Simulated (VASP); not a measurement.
**InP: relaxation of the atoms with PBEsol**

InP:

```xyz
2
Lattice="0.0000 2.9098 2.9568 2.9098 0.0000 2.9568 2.9098 2.9098 0.0000" Properties=species:S:1:pos:R:3 pbc="T T T"
In    0.0000    0.0000    0.0000
P     1.4549    1.4549    1.4784
```

This cell differs from its parent crystal: strained cell.

* Program: VASP 6.6.1
* Task: relaxation of the atoms
* Functional: PBEsol
* Potentials or basis: VASP PAW PBE potentials, release 64 (In_d, P)
* Cutoff: 450 eV
* k mesh: 10 × 10 × 10
* Occupations: gaussian, width 0.02 eV
* Spin: no spin polarisation
* Dipole correction: no
* Further INCAR settings: ALGO = Normal; EDIFF = 1e-07; IBRION = 2; EDIFFG = -0.002; NSW = 60

- Pressure after relaxing: 1.0 GPa
- Band gap on the k mesh: 0.62 eV

Stress tensor (GPa, compression positive):
```
1.22 0.00 0.00
0.00 1.22 0.00
0.00 0.00 0.54
```

Final structure:
```
In P
1.0
     0.00000    2.90980    2.95682
     2.90980    0.00000    2.95682
     2.90980    2.90980    0.00000
In P
1 1
Direct
  0.00000 0.00000 0.00000
  0.25000 0.25000 0.25000
```

Levels at points of the mesh, in eV from the valence-band top:
| k point | band 5 | band 6 | band 7 | band 8 | band 9 | band 10 | band 11 | band 12 | band 13 |
| --- | --- | --- | --- | --- | --- | --- | --- | --- | --- |
| (0.00, 0.00, 0.00) | -14.03 | -11.61 | -0.08 | 0.00 | 0.00 | 0.62 | 3.98 | 3.98 | 4.01 |
| (0.50, 0.00, 0.00) | -14.01 | -9.84 | -5.85 | -1.07 | -0.97 | 1.38 | 4.66 | 4.77 | 6.93 |
| (0.50, 0.50, 0.00) | -14.00 | -9.21 | -5.93 | -2.33 | -2.33 | 1.66 | 2.24 | 9.00 | 9.55 |
| (0.50, 0.00, 0.50) | -13.99 | -9.15 | -5.83 | -2.43 | -2.42 | 1.57 | 2.09 | 9.15 | 9.48 |

Run time: 36 s on 1 thread of Intel(R) Xeon(R) Platinum 8488C (Sapphire Rapids), on a shared host, peak memory 0.2 GiB.

Caveat: the cell differs from its parent crystal (strained cell); the relaxation stopped at its first step, so nothing moved; the PAW data sets were made with another functional, which shifts forces and pressure a little; spin-orbit coupling is left out, which moves the levels of the heavy elements.
